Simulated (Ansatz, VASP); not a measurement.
# One calculation of GaN, two programs

POSCAR

```
GaN
1.0
    3.1799996605      0.0000000000      0.0000000000
   -1.5899998303      2.7539604900      0.0000000000
    0.0000000000      0.0000000000      5.1660000000
Ga N
2 2
Direct
    0.3333333333      0.6666666667     -0.0116144019
    0.6666666667      0.3333333333      0.5000000000
    0.3333333333      0.6666666667      0.3750000000
    0.6666666667      0.3333333333      0.8750000000
```

The input INCAR.step1:

```
PREC = Accurate ; ENCUT = 660
ISMEAR = 0 ; SIGMA = 0.05
LREAL = F ; LASPH = T
NELM = 120 ; NBANDS = 26
GGA = PE ; ALGO = Normal
EDIFF = 1E-5 ; LWAVE = T
LCHARG = F ; GGA_COMPAT = F
```

Contents of INCAR.step2:

```
PREC = Accurate ; ENCUT = 660
EDIFF = 1E-6 ; ISMEAR = 0
SIGMA = 0.05 ; LREAL = F
LASPH = T ; NELM = 120
ALGO = Normal ; ISIF = 2
LWAVE = F ; LCHARG = F
METAGGA = R2SCAN ; LMIXTAU = T
NBANDS = 26 ; ISTART = 1
GGA_COMPAT = F
```

The input KPOINTS:

```
regular mesh
0
Gamma
  12 12 6
```

Input for Ansatz:

```yaml
crystal:
  lattice:
    - [3.1799996605, 0.0, 0.0]
    - [-1.5899998303, 2.75396049, 0.0]
    - [0.0, 0.0, 5.166]
  atoms:
    - { symbol: Ga, position: [0.3333333333, 0.6666666667, -0.0116144019] }
    - { symbol: Ga, position: [0.6666666667, 0.3333333333, 0.5] }
    - { symbol: "N", position: [0.3333333333, 0.6666666667, 0.375] }
    - { symbol: "N", position: [0.6666666667, 0.3333333333, 0.875] }
basis:
  ecutwfc: 500
kpoints:
  mp_grid: { grid: [12, 12, 6] }
hamiltonian:
  xc: r2scan
scf:
  occupations: { method: gaussian, width: 0.05 }
output:
  forces: true
  stress: true
  eigenvalues: true
```

Alike in both runs: task single point; functional r2SCAN; k mesh 12 × 12 × 6; occupations gaussian, width 0.05 eV; no spin polarisation.

```csv
,VASP,Ansatz
version,VASP 6.6.1,Ansatz 0.2.0
potentials or method,"VASP PAW PBE potentials, release 64 (Ga_d, N), cutoff 660 eV","scalar-relativistic, plane waves, PAW"
valence electrons in the cell,36,36
```

Ansatz gave:

| Property | Result |
| --- | --- |
| gap on the k mesh at the Fermi level (eV) | 2.37 |
| least direct gap on the mesh (eV) | 2.37 |
| pressure (GPa) | 1.3 |
| traceless stress, the component that is largest in VASP (GPa) | -0.75 |
| rms of the force components (eV/Å) | 0.359 |

Which values does VASP return?

gap on the k mesh at the Fermi level (eV): 2.36; least direct gap on the mesh (eV): 2.36; pressure (GPa): 2.3; traceless stress, the component that is largest in VASP (GPa): -0.82; rms of the force components (eV/Å): 0.367.

VASP's potentials were made for PBE, not for r2SCAN. Atom by atom the forces differ by 0.008 eV/Å (rms over components).
